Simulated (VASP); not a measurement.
# Li2S (Fm-3m) in VASP: notebook

The runs below take Li2S through single point, with PBE.

Program: VASP 6.6.1. These are calculated values, not measurements. Logs are shortened: lines on timing, memory, paths and dates and some standing lists are left out, and cuts for length are marked.

### Step 1. The cell of the first run

Symmetry: Fm-3m, No. 225, cubic system. The conventional cell has a = 5.818 Å, b = 5.818 Å, c = 5.818 Å, α = 90.00°, β = 90.00°, γ = 90.00°. S (site symmetry m-3m) has 8 Li at 2.52 Å within 3.3 Å. Li (site symmetry -43m) has 4 S at 2.52 Å and 6 Li at 2.91 Å within 3.3 Å.

### Step 2. Single point, PBE (16.41 Å³/atom)

INCAR

```
SYSTEM = Li2S
PREC = Accurate ; ENCUT = 750
EDIFF = 1E-6 ; ISMEAR = 0
SIGMA = 0.01 ; LREAL = .FALSE.
LASPH = .TRUE. ; NELM = 120
ALGO = Normal ; ISIF = 2
LWAVE = .FALSE. ; LCHARG = .TRUE.
GGA = PE ; LELF = .TRUE.
LVHAR = .TRUE. ; NBANDS = 13
GGA_COMPAT = .FALSE.
```

KPOINTS

```
Automatic mesh
0
G
  6 6 6
  0 0 0
```

POSCAR

```
Li2S
1.0
    0.0000000000      2.9087807180      2.9087807180
    2.9087807180      0.0000000000      2.9087807180
    2.9087807180      2.9087807180      0.0000000000
S Li
1 2
Direct
    0.0000000000      0.0000000000      0.0000000000
    0.2500000000      0.2500000000      0.2500000000
    0.7500000000      0.7500000000      0.7500000000
```

Potentials or basis: VASP PAW PBE potentials, release 64 (S, Li_sv).

Launch:

```console
cat potpaw_PBE.64/S/POTCAR potpaw_PBE.64/Li_sv/POTCAR > POTCAR
mpirun -np 1 vasp_std > vasp.out
```

OUTCAR:

```text
SYSTEM = Li2S
   PREC = Accurate
   ENCUT = 750
   EDIFF = 1E-6
   ISMEAR = 0
   LREAL = .FALSE.
   LASPH = .TRUE.
   NELM = 120
   ISIF = 2
   GGA = PE

 ion  position               nearest neighbor table
   1  0.000  0.000  0.000-   3 2.52   2 2.52   3 2.52   2 2.52   3 2.52   3 2.52   2 2.52   2 2.52

   2  0.250  0.250  0.250-   1 2.52   1 2.52   1 2.52   1 2.52
   3  0.750  0.750  0.750-   1 2.52   1 2.52   1 2.52   1 2.52

  LATTYP: Found a face centered cubic cell.
 ALAT       =     5.8175614360

  Lattice vectors:

 A1 = (   0.0000000000,   2.9087807180,   2.9087807180)
 A2 = (   2.9087807180,   0.0000000000,   2.9087807180)
 A3 = (   2.9087807180,   2.9087807180,   0.0000000000)

Analysis of symmetry for initial positions (statically):
=====================================================================
 Subroutine PRICEL returns:
 Original cell was already a primitive cell.

 Routine SETGRP: Setting up the symmetry group for a
 face centered cubic supercell.

 Subroutine GETGRP returns: Found 48 space group operations
 (whereof 48 operations were pure point group operations)
 out of a pool of 48 trial point group operations.

The static configuration has the point symmetry O_h .

Analysis of symmetry for dynamics (positions and initial velocities):
=====================================================================
 Subroutine PRICEL returns:
 Original cell was already a primitive cell.

 Routine SETGRP: Setting up the symmetry group for a
 face centered cubic supercell.

 Subroutine GETGRP returns: Found 48 space group operations
 (whereof 48 operations were pure point group operations)
 out of a pool of 48 trial point group operations.

The dynamic configuration has the point symmetry O_h .

 Subroutine INISYM returns: Found 48 space group operations
 (whereof 48 operations are pure point group operations),
 and found     1 'primitive' translations

----------------------------------------------------------------------------------------

                                     Primitive cell

  volume of cell :      49.2224

  direct lattice vectors                    reciprocal lattice vectors
     0.000000000  2.908780718  2.908780718    -0.171893329  0.171893329  0.171893329
     2.908780718  0.000000000  2.908780718     0.171893329 -0.171893329  0.171893329
     2.908780718  2.908780718  0.000000000     0.171893329  0.171893329 -0.171893329

  length of vectors
     4.113637141  4.113637141  4.113637141     0.297727979  0.297727979  0.297727979

  position of ions in fractional coordinates (direct lattice)
     0.000000000  0.000000000  0.000000000
     0.250000000  0.250000000  0.250000000
     0.750000000  0.750000000  0.750000000

  ion indices of the primitive-cell ions
   primitive index   ion index
                 1           1
                 2           2
                 3           3

----------------------------------------------------------------------------------------

 KPOINTS: Automatic mesh

Automatic generation of k-mesh.
 Grid dimensions read from file:
 generate k-points for:    6    6    6

 Generating k-lattice:

  Cartesian coordinates                     Fractional coordinates (reciprocal lattice)
    -0.028648888  0.028648888  0.028648888     0.166666667  0.000000000  0.000000000
     0.028648888 -0.028648888  0.028648888     0.000000000  0.166666667  0.000000000
     0.028648888  0.028648888 -0.028648888     0.000000000  0.000000000  0.166666667

  Length of vectors
     0.049621330  0.049621330  0.049621330

  Shift w.r.t. Gamma in fractional coordinates (k-lattice)
     0.000000000  0.000000000  0.000000000

 Subroutine IBZKPT returns following result:
 ===========================================

 Found     16 irreducible k-points:

 Following reciprocal coordinates:
            Coordinates               Weight
  0.000000  0.000000  0.000000      1.000000
  0.166667  0.000000  0.000000      8.000000
  0.333333  0.000000  0.000000      8.000000
  0.500000  0.000000  0.000000      4.000000
  0.166667  0.166667  0.000000      6.000000
  0.333333  0.166667  0.000000     24.000000
[... 8 lines left out ...]
 -0.333333  0.333333  0.166667     24.000000
 -0.333333  0.500000  0.166667     12.000000
   k-points           NKPTS =     16   k-points in BZ     NKDIM =     16   number of bands    NBANDS=     13
   number of dos      NEDOS =    301   number of ions     NIONS =      3
   total plane-waves  NPLWV =  64000
   dimension x,y,z NGX =    40 NGY =   40 NGZ =   40
   dimension x,y,z NGXF=    80 NGYF=   80 NGZF=   80
   ions per type =               1   2
   NGX,Y,Z   is equivalent  to a cutoff of  16.17, 16.17, 16.17 a.u.
   NGXF,Y,Z  is equivalent  to a cutoff of  32.33, 32.33, 32.33 a.u.
 SYSTEM =  Li2S
   PREC   = accura    normal or accurate (medium, high low for compatibility)
   ISTART =      0    job   : 0-new  1-cont  2-samecut
   ICHARG =      2    charge: 1-file 2-atom 10-const
   ISPIN  =      1    spin polarized calculation?
   LNONCOLLINEAR =      F non collinear calculations
   LSORBIT =      F    spin-orbit coupling
   LASPH  =      T    aspherical Exc in radial PAW
   ENCUT  =  750.0 eV  55.12 Ry    7.42 a.u.   9.19  9.19  9.19*2*pi/ulx,y,z
   NELM   =    120;   NELMIN=  2; NELMDL= -5     # of ELM steps
   EDIFF  = 0.1E-05   stopping-criterion for ELM
   LREAL  =      F    real-space projection
   EDIFFG = 0.1E-04   stopping-criterion for IOM
   NSW    =      0    number of steps for IOM
   IBRION =     -1    ionic relax: 0-MD 1-quasi-New 2-CG
   NFREE  =      0    steps in history (QN), initial steepest desc. (CG)
   ISIF   =      2    stress and relaxation
   ISYM   =      2    0-nonsym 1-usesym 2-fastsym
   POTIM  = 0.5000    time-step for ionic-motion
   TEBEG  =    0.0;   TEEND  =   0.0 temperature during run
   PSTRESS=    0.0 pullay stress
   NELECT =      12.0000    total number of electrons
   NUPDOWN=      -1.0000    fix difference up-down
   EMIN   =  10.00;   EMAX   =-10.00  energy-range for DOS
   EFERMI =   0.00;   METHOD = LEGACY
   ISMEAR =     0;   SIGMA  =   0.01  broadening in eV -4-tet -1-fermi 0-gaus
   EFERMI_NEDOS =   21; number of points for ismear=-14 and -15
   IALGO  =     38    algorithm
   IMIX   =      4    mixing-type and parameters
     AMIX     =   0.40;   BMIX     =  1.00
     AMIX_MAG =   1.60;   BMIX_MAG =  1.00
  volume/ion in A,a.u.               =      16.41       110.72
  Fermi-wavevector in a.u.,A,eV,Ry     =   1.022698  1.932620 14.230498  1.045912
  Thomas-Fermi vector in A             =   2.156392
   LORBIT       =      0    0 simple, 1 ext, 2 COOP (PROOUT), +10 PAW based schemes
   GGA     = PE    functional components
   LHFCALC =     F    Hartree Fock is set to
   AEXX    =    0.0000 exact exchange contribution
   IVDW    =     0    specifies the selected vdW correction
   LEPSILON=     F    determine dielectric tensor
   LRPA    =     F    only Hartree local field effects (RPA)
 non-spin polarized calculation
 Gauss-broadening in eV      SIGMA  =   0.01
  energy-cutoff  :      750.00
  volume of cell :       49.22
 maximum number of plane-waves:      2332
 NGX is ok and might be reduce to    40
   NGX = 19   NGY = 19   NGZ = 19

 number of electron      11.9999997 magnetization

 Free energy of the ion-electron system (eV)
  ---------------------------------------------------
  ext. energy  EPLUGINS =         0.00000000
  ---------------------------------------------------
  free energy    TOTEN  =       -11.97508788 eV

  energy without entropy =      -11.97508788  energy(sigma->0) =      -11.97508788

 E-fermi :   1.1986     XC(G=0):  -8.2753

 val. band max:        1.0964363035   @ k =   0.0000   0.0000   0.0000
 cond. band min:       4.5197898367   @ k =   0.5000   0.5000   0.0000
 fundamental gap:      3.4233535332
 Fermi energy:         1.1985729247

 k-point     1 :       0.0000    0.0000    0.0000
  band No.  band energies     occupation
      1     -43.2018      2.00000
      2     -43.1684      2.00000
      3      -9.7701      2.00000
      4       1.0964      2.00000
      5       1.0964      2.00000
      6       1.0964      2.00000
      7       5.0564      0.00000
      8       7.2905      0.00000
      9       7.2905      0.00000
     10       7.2905      0.00000
     11      12.1107      0.00000
     12      12.1107      0.00000
     13      13.2062      0.00000

 k-point     2 :       0.1667    0.0000    0.0000
  band No.  band energies     occupation
      1     -43.1994      2.00000
      2     -43.1706      2.00000
      3      -9.6819      2.00000
      4       0.2064      2.00000
      5       0.9636      2.00000
      6       0.9636      2.00000
      7       5.7261      0.00000
      8       7.6418      0.00000
      9       7.6418      0.00000
     10       7.8029      0.00000
     11      10.8910      0.00000
     12      10.8910      0.00000
     13      13.4120      0.00000

 k-point     3 :       0.3333    0.0000    0.0000
  band No.  band energies     occupation
      1     -43.1930      2.00000
      2     -43.1764      2.00000
      3      -9.4900      2.00000
      4      -1.0611      2.00000
      5       0.7335      2.00000
      6       0.7335      2.00000
      7       6.5566      0.00000
      8       7.7972      0.00000
      9       7.7972      0.00000
     10       8.7776      0.00000
     11      11.3120      0.00000
     12      11.3120      0.00000
     13      13.9897      0.00000
[... 177 lines left out ...]
 k-point    15 :      -0.3333    0.3333    0.1667
  band No.  band energies     occupation
      1     -43.1844      2.00000
      2     -43.1844      2.00000
      3      -9.2936      2.00000
      4      -1.0907      2.00000
      5      -0.3452      2.00000
      6       0.0220      2.00000
      7       6.6648      0.00000
      8       7.7874      0.00000
      9       9.8178      0.00000
     10      10.2514      0.00000
     11      10.6155      0.00000
     12      12.4044      0.00000
     13      14.0709      0.00000

 k-point    16 :      -0.3333    0.5000    0.1667
  band No.  band energies     occupation
      1     -43.1871      2.00000
      2     -43.1816      2.00000
      3      -9.2643      2.00000
      4      -0.7811      2.00000
      5      -0.4361      2.00000
      6      -0.4152      2.00000
      7       5.7300      0.00000
      8       8.8211      0.00000
      9       9.1853      0.00000
     10      10.8352      0.00000
     11      12.1076      0.00000
     12      12.9953      0.00000
     13      13.4310      0.00000

------------------------ aborting loop because EDIFF is reached ----------------------------------------

  FORCE on cell =-STRESS in cart. coord.  units (eV):
  Direction    XX          YY          ZZ          XY          YZ          ZX
  --------------------------------------------------------------------------------------
  -------------------------------------------------------------------------------------
  Total       -0.6862534     -0.6862534     -0.6862534     -0.0000000      0.0000000      0.0000000
  in kB      -22.3373760    -22.3373760    -22.3373760     -0.0000000      0.0000000      0.0000000
  external PRESSURE =     -22.3373760 kB  Pullay stress =       0.0000000 kB

 VOLUME and BASIS-vectors are now :
 -----------------------------------------------------------------------------
  energy-cutoff  :      750.00
  volume of cell :       49.22
      direct lattice vectors                 reciprocal lattice vectors
     0.000000000  2.908780718  2.908780718    -0.171893329  0.171893329  0.171893329
     2.908780718  0.000000000  2.908780718     0.171893329 -0.171893329  0.171893329
     2.908780718  2.908780718  0.000000000     0.171893329  0.171893329 -0.171893329

 POSITION                                       TOTAL-FORCE (eV/Angst)
 -----------------------------------------------------------------------------------
      0.00000      0.00000      0.00000        -0.000000      0.000000     -0.000000
      1.45439      1.45439      1.45439         0.000000      0.000000     -0.000000
      4.36317      4.36317      4.36317        -0.000000     -0.000000      0.000000
 -----------------------------------------------------------------------------------
    total drift:                                0.000000     -0.000000      0.000000

  FREE ENERGIE OF THE ION-ELECTRON SYSTEM (eV)
  ---------------------------------------------------
  free  energy   TOTEN  =       -11.9750878792 eV

  energy  without entropy=      -11.9750878792  energy(sigma->0) =      -11.97508788
```

It took 52 s on 1 thread of Intel Xeon 8259CL, shared host; peak memory 0.23 GiB.

Results:

```
Free energy            : -11.9751 eV
Pressure               : -2.2 GPa
Band gap on the k mesh : 3.42 eV (least direct gap 3.96 eV)
```

### Step 3. Single point, PBE

This run uses another cell than the first one, of 15.36 Å³/atom.

INCAR

```
PREC = Accurate
ENCUT = 750
EDIFF = 1E-6
ISMEAR = 0
SIGMA = 0.01
LREAL = False
LASPH = True
NELM = 120
ALGO = Normal
ISIF = 2
LWAVE = False
LCHARG = True
GGA = PE
LELF = True
LVHAR = True
NBANDS = 13
GGA_COMPAT = False
```

KPOINTS

```
Automatic mesh
0
Gamma
  8 8 8
```

POSCAR

```
Li2S
1.0
    0.0000000000      2.8452942310      2.8452942310
    2.8452942310      0.0000000000      2.8452942310
    2.8452942310      2.8452942310      0.0000000000
S Li
1 2
Direct
    0.0000000000      0.0000000000      0.0000000000
    0.2500000000      0.2500000000      0.2500000000
    0.7500000000      0.7500000000      0.7500000000
```

Potentials or basis: VASP PAW PBE potentials, release 64 (S, Li_sv).

Launch:

```console
cat potpaw_PBE.64/S/POTCAR potpaw_PBE.64/Li_sv/POTCAR > POTCAR
mpirun -np 1 vasp_std > vasp.out
```

Run time: 57 s. Hardware: 1 thread of Intel Xeon 8259CL, shared host; peak memory 0.2 GiB.

The run converged. Its results:

```
Free energy            : -11.9948 eV
Pressure               : 0.2 GPa
Band gap on the k mesh : 3.39 eV (least direct gap 4.29 eV)
```

Levels at points of the mesh, in eV from the valence-band top:
```csv
k point,band 2,band 3,band 4,band 5,band 6,band 7,band 8,band 9,band 10,band 11
"(0.00, 0.00, 0.00)",-44.12,-11.04,0.00,0.00,0.00,4.29,6.23,6.23,6.23,11.19
"(0.50, 0.00, 0.00)",-44.14,-10.60,-2.89,-0.51,-0.51,6.12,6.58,6.58,8.43,12.83
"(0.50, 0.50, 0.00)",-44.13,-10.47,-2.17,-1.43,-1.43,3.39,7.09,11.12,11.12,12.14
```

A k mesh can miss the band edges.
